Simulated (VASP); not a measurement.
# TiN (Osbornite) (Fm-3m) in VASP: a series of runs

Runs on TiN (Osbornite). Level: PBE. Tasks: single point.

All numbers are computed with VASP 6.6.1; they aren't measurements. Logs are shortened: lines on timing, memory, paths and dates and some standing lists are left out, and cuts for length are marked.

### Step 1. The cell of the first run

Symmetry: Fm-3m, No. 225, cubic system. Conventional cell: a = 4.238 Å, b = 4.238 Å, c = 4.238 Å, α = 90.00°, β = 90.00°, γ = 90.00°. Within 2.8 Å of Ti (site symmetry m-3m) lie 6 N at 2.12 Å. Within 2.8 Å of N (site symmetry m-3m) lie 6 Ti at 2.12 Å.

### Step 2. Single point, PBE

INCAR

```
SYSTEM = TiN
PREC = Accurate
ENCUT = 520
EDIFF = 1E-7
ISMEAR = 1
SIGMA = 0.1
LREAL = .FALSE.
LASPH = .TRUE.
NELM = 60
ALGO = Normal
ISIF = 2
LWAVE = .FALSE.
LCHARG = .TRUE.
GGA = PE
LELF = .TRUE.
LVHAR = .TRUE.
NBANDS = 16
```

KPOINTS

```
regular mesh
0
G
  6 6 6
  0 0 0
```

POSCAR

```
TiN
1.0
    0.0000000000      2.1190000000      2.1190000000
    2.1190000000      0.0000000000      2.1190000000
    2.1190000000      2.1190000000      0.0000000000
Ti N
1 1
Direct
    0.0000000000      0.0000000000      0.0000000000
    0.5000000000      0.5000000000      0.5000000000
```

Potentials or basis: VASP PAW PBE potentials, release 64 (Ti_sv, N).

Command:

```bash
$ cat potpaw_PBE.64/Ti_sv/POTCAR potpaw_PBE.64/N/POTCAR > POTCAR
$ mpirun -np 1 vasp_std > vasp.out
```

OUTCAR:

```text
SYSTEM = TiN
   PREC = Accurate
   ENCUT = 520
   EDIFF = 1E-7
   ISMEAR = 1
   LREAL = .FALSE.
   LASPH = .TRUE.
   NELM = 60
   ISIF = 2
   GGA = PE

 ion  position               nearest neighbor table
   1  0.000  0.000  0.000-   2 2.12   2 2.12   2 2.12   2 2.12   2 2.12   2 2.12
   2  0.500  0.500  0.500-   1 2.12   1 2.12   1 2.12   1 2.12   1 2.12   1 2.12

  LATTYP: Found a face centered cubic cell.
 ALAT       =     4.2380000000

  Lattice vectors:

 A1 = (   0.0000000000,   2.1190000000,   2.1190000000)
 A2 = (   2.1190000000,   0.0000000000,   2.1190000000)
 A3 = (   2.1190000000,   2.1190000000,   0.0000000000)

Analysis of symmetry for initial positions (statically):
=====================================================================
 Subroutine PRICEL returns:
 Original cell was already a primitive cell.

 Routine SETGRP: Setting up the symmetry group for a
 face centered cubic supercell.

 Subroutine GETGRP returns: Found 48 space group operations
 (whereof 48 operations were pure point group operations)
 out of a pool of 48 trial point group operations.

The static configuration has the point symmetry O_h .

Analysis of symmetry for dynamics (positions and initial velocities):
=====================================================================
 Subroutine PRICEL returns:
 Original cell was already a primitive cell.

 Routine SETGRP: Setting up the symmetry group for a
 face centered cubic supercell.

 Subroutine GETGRP returns: Found 48 space group operations
 (whereof 48 operations were pure point group operations)
 out of a pool of 48 trial point group operations.

The dynamic configuration has the point symmetry O_h .

 Subroutine INISYM returns: Found 48 space group operations
 (whereof 48 operations are pure point group operations),
 and found     1 'primitive' translations

----------------------------------------------------------------------------------------

                                     Primitive cell

  volume of cell :      19.0293

  direct lattice vectors                    reciprocal lattice vectors
     0.000000000  2.119000000  2.119000000    -0.235960359  0.235960359  0.235960359
     2.119000000  0.000000000  2.119000000     0.235960359 -0.235960359  0.235960359
     2.119000000  2.119000000  0.000000000     0.235960359  0.235960359 -0.235960359

  length of vectors
     2.996718539  2.996718539  2.996718539     0.408695330  0.408695330  0.408695330

  position of ions in fractional coordinates (direct lattice)
     0.000000000  0.000000000  0.000000000
     0.500000000  0.500000000  0.500000000

  ion indices of the primitive-cell ions
   primitive index   ion index
                 1           1
                 2           2

----------------------------------------------------------------------------------------

 KPOINTS: regular mesh

Automatic generation of k-mesh.
 Grid dimensions read from file:
 generate k-points for:    6    6    6

 Generating k-lattice:

  Cartesian coordinates                     Fractional coordinates (reciprocal lattice)
    -0.039326726  0.039326726  0.039326726     0.166666667  0.000000000  0.000000000
     0.039326726 -0.039326726  0.039326726     0.000000000  0.166666667  0.000000000
     0.039326726  0.039326726 -0.039326726     0.000000000  0.000000000  0.166666667

  Length of vectors
     0.068115888  0.068115888  0.068115888

  Shift w.r.t. Gamma in fractional coordinates (k-lattice)
     0.000000000  0.000000000  0.000000000

 Subroutine IBZKPT returns following result:
 ===========================================

 Found     16 irreducible k-points:

 Following reciprocal coordinates:
            Coordinates               Weight
  0.000000  0.000000  0.000000      1.000000
  0.166667  0.000000  0.000000      8.000000
  0.333333  0.000000  0.000000      8.000000
  0.500000  0.000000  0.000000      4.000000
  0.166667  0.166667  0.000000      6.000000
  0.333333  0.166667  0.000000     24.000000
[... 8 lines left out ...]
 -0.333333  0.333333  0.166667     24.000000
 -0.333333  0.500000  0.166667     12.000000
   k-points           NKPTS =     16   k-points in BZ     NKDIM =     16   number of bands    NBANDS=     16
   number of dos      NEDOS =    301   number of ions     NIONS =      2
   total plane-waves  NPLWV =  13824
   dimension x,y,z NGX =    24 NGY =   24 NGZ =   24
   dimension x,y,z NGXF=    48 NGYF=   48 NGZF=   48
   ions per type =               1   1
   NGX,Y,Z   is equivalent  to a cutoff of  13.31, 13.31, 13.31 a.u.
   NGXF,Y,Z  is equivalent  to a cutoff of  26.63, 26.63, 26.63 a.u.
 SYSTEM =  TiN
   PREC   = accura    normal or accurate (medium, high low for compatibility)
   ISTART =      0    job   : 0-new  1-cont  2-samecut
   ICHARG =      2    charge: 1-file 2-atom 10-const
   ISPIN  =      1    spin polarized calculation?
   LNONCOLLINEAR =      F non collinear calculations
   LSORBIT =      F    spin-orbit coupling
   LASPH  =      T    aspherical Exc in radial PAW
   ENCUT  =  520.0 eV  38.22 Ry    6.18 a.u.   5.57  5.57  5.57*2*pi/ulx,y,z
   NELM   =     60;   NELMIN=  2; NELMDL= -5     # of ELM steps
   EDIFF  = 0.1E-06   stopping-criterion for ELM
   LREAL  =      F    real-space projection
   EDIFFG = 0.1E-05   stopping-criterion for IOM
   NSW    =      0    number of steps for IOM
   IBRION =     -1    ionic relax: 0-MD 1-quasi-New 2-CG
   NFREE  =      0    steps in history (QN), initial steepest desc. (CG)
   ISIF   =      2    stress and relaxation
   ISYM   =      2    0-nonsym 1-usesym 2-fastsym
   POTIM  = 0.5000    time-step for ionic-motion
   TEBEG  =    0.0;   TEEND  =   0.0 temperature during run
   PSTRESS=    0.0 pullay stress
   NELECT =      17.0000    total number of electrons
   NUPDOWN=      -1.0000    fix difference up-down
   EMIN   =  10.00;   EMAX   =-10.00  energy-range for DOS
   EFERMI =   0.00;   METHOD = LEGACY
   ISMEAR =     1;   SIGMA  =   0.10  broadening in eV -4-tet -1-fermi 0-gaus
   EFERMI_NEDOS =   21; number of points for ismear=-14 and -15
   IALGO  =     38    algorithm
   IMIX   =      4    mixing-type and parameters
     AMIX     =   0.40;   BMIX     =  1.00
     AMIX_MAG =   1.60;   BMIX_MAG =  1.00
  volume/ion in A,a.u.               =       9.51        64.21
  Fermi-wavevector in a.u.,A,eV,Ry     =   1.576704  2.979539 33.824024  2.485996
  Thomas-Fermi vector in A             =   2.677497
   LORBIT       =      0    0 simple, 1 ext, 2 COOP (PROOUT), +10 PAW based schemes
   GGA     = PE    functional components
   LHFCALC =     F    Hartree Fock is set to
   AEXX    =    0.0000 exact exchange contribution
   IVDW    =     0    specifies the selected vdW correction
   LEPSILON=     F    determine dielectric tensor
   LRPA    =     F    only Hartree local field effects (RPA)
 non-spin polarized calculation
 Methfessel and Paxton  Order N= 1 SIGMA  =   0.10
  energy-cutoff  :      520.00
  volume of cell :       19.03
 maximum number of plane-waves:       531
 NGX is ok and might be reduce to    24
   NGX = 11   NGY = 11   NGZ = 11

 number of electron      17.0000001 magnetization

 Free energy of the ion-electron system (eV)
  ---------------------------------------------------
  ext. energy  EPLUGINS =         0.00000000
  ---------------------------------------------------
  free energy    TOTEN  =       -19.64593798 eV

  energy without entropy =      -19.64560524  energy(sigma->0) =      -19.64582707

 E-fermi :  11.3983     XC(G=0): -13.0355

 val. band max:       11.2687513625   @ k =   0.5000   0.3333   0.1667
 cond. band min:      11.4194261747   @ k =   0.1667   0.0000   0.0000
 fundamental gap:      0.1506748121
 Fermi energy:        11.3983238941

 k-point     1 :       0.0000    0.0000    0.0000
  band No.  band energies     occupation
      1     -46.4146      2.00000
      2     -22.3906      2.00000
      3     -22.3906      2.00000
      4     -22.3906      2.00000
      5      -5.6195      2.00000
      6       9.4570      2.00000
[... 8 lines left out ...]
     15      24.6638      0.00000
     16      31.2544      0.00000

 k-point     2 :       0.1667    0.0000    0.0000
  band No.  band energies     occupation
      1     -46.3904      2.00000
      2     -22.5587      2.00000
      3     -22.4047      2.00000
      4     -22.4047      2.00000
      5      -5.1013      2.00000
      6       7.3684      2.00000
[... 8 lines left out ...]
     15      24.7298      0.00000
     16      30.3473      0.00000

 k-point     3 :       0.3333    0.0000    0.0000
  band No.  band energies     occupation
      1     -46.3415      2.00000
      2     -22.8819      2.00000
      3     -22.4328      2.00000
      4     -22.4328      2.00000
      5      -3.9049      2.00000
      6       4.6642      2.00000
[... 8 lines left out ...]
     15      24.4437      0.00000
     16      27.5989      0.00000

 k-point     4 :       0.5000    0.0000    0.0000
  band No.  band energies     occupation
      1     -46.3169      2.00000
      2     -23.0375      2.00000
      3     -22.4467      2.00000
      4     -22.4467      2.00000
      5      -3.1496      2.00000
      6       3.3957      2.00000
[... 8 lines left out ...]
     15      25.2704      0.00000
     16      26.0535      0.00000
[... 172 lines left out ...]
 k-point    14 :       0.5000    0.3333    0.1667
  band No.  band energies     occupation
      1     -46.3095      2.00000
      2     -22.8479      2.00000
      3     -22.6207      2.00000
      4     -22.5058      2.00000
      5      -3.8019      2.00000
      6       4.8543      2.00000
[... 8 lines left out ...]
     15      24.0531      0.00000
     16      25.1696      0.00000

 k-point    15 :      -0.3333    0.3333    0.1667
  band No.  band energies     occupation
      1     -46.2933      2.00000
      2     -22.8643      2.00000
      3     -22.6852      2.00000
      4     -22.5425      2.00000
      5      -3.5979      2.00000
      6       4.9513      2.00000
[... 8 lines left out ...]
     15      23.9138      0.00000
     16      24.9238      0.00000

 k-point    16 :      -0.3333    0.5000    0.1667
  band No.  band energies     occupation
      1     -46.2854      2.00000
      2     -22.8452      2.00000
      3     -22.6800      2.00000
      4     -22.6126      2.00000
      5      -3.8648      2.00000
      6       5.7645      2.00000
[... 8 lines left out ...]
     15      23.7010      0.00000
     16      24.3674      0.00000

------------------------ aborting loop because EDIFF is reached ----------------------------------------

  FORCE on cell =-STRESS in cart. coord.  units (eV):
  Direction    XX          YY          ZZ          XY          YZ          ZX
  --------------------------------------------------------------------------------------
  -------------------------------------------------------------------------------------
  Total        0.2461355      0.2461355      0.2461355      0.0000000      0.0000000      0.0000000
  in kB       20.7234474     20.7234474     20.7234474      0.0000000      0.0000000      0.0000000
  external PRESSURE =      20.7234474 kB  Pullay stress =       0.0000000 kB

 VOLUME and BASIS-vectors are now :
 -----------------------------------------------------------------------------
  energy-cutoff  :      520.00
  volume of cell :       19.03
      direct lattice vectors                 reciprocal lattice vectors
     0.000000000  2.119000000  2.119000000    -0.235960359  0.235960359  0.235960359
     2.119000000  0.000000000  2.119000000     0.235960359 -0.235960359  0.235960359
     2.119000000  2.119000000  0.000000000     0.235960359  0.235960359 -0.235960359

 POSITION                                       TOTAL-FORCE (eV/Angst)
 -----------------------------------------------------------------------------------
      0.00000      0.00000      0.00000         0.000000     -0.000000      0.000000
      2.11900      2.11900      2.11900        -0.000000      0.000000     -0.000000
 -----------------------------------------------------------------------------------
    total drift:                                0.000000     -0.000000     -0.000000

  FREE ENERGIE OF THE ION-ELECTRON SYSTEM (eV)
  ---------------------------------------------------
  free  energy   TOTEN  =       -19.6459379795 eV

  energy  without entropy=      -19.6456052392  energy(sigma->0) =      -19.64582707
```

It took 7.2 s on 1 thread of Intel Xeon Platinum 8259CL at 2.50GHz (Skylake/Cascade Lake), shared host; peak memory 0.14 GiB.

What came out:

```yaml
Free_energy: -19.6459 eV
Pressure: 2.1 GPa
```

Caveat: the k points lie up to 0.43 Å⁻¹ apart.

(Continued in part 2 of 2.)
